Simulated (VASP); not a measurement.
A run of VASP 6.6.1 is set up as follows.

INCAR

```
SYSTEM = Sr
  PREC = Accurate
  ENCUT = 500
  EDIFF = 1E-6
  ISMEAR = -1
  SIGMA = 0.1
  LREAL = .FALSE.
  LASPH = .TRUE.
  NELM = 120
  ALGO = Normal
  ISIF = 2
  LWAVE = .FALSE.
  LCHARG = .FALSE.
  GGA = CA
  NBANDS = 11
  GGA_COMPAT = .FALSE.
```

KPOINTS

```
Automatic mesh
0
G
  10 10 10
  0 0 0
```

POSCAR

```
Sr
1.0
    0.0000000000      2.9028949114      2.9028949114
    2.9028949114      0.0000000000      2.9028949114
    2.9028949114      2.9028949114      0.0000000000
Sr
1
Direct
    0.0000000000      0.0000000000      0.0000000000
```

Potentials or basis: VASP PAW LDA potentials, release 64 (Sr_sv).

Run with:

```console
$ cat potpaw_LDA.64/Sr_sv/POTCAR > POTCAR
$ mpirun -np 1 vasp_std > vasp.out
```

Q: What does it give for the pressure?

A: 0.0 GPa.
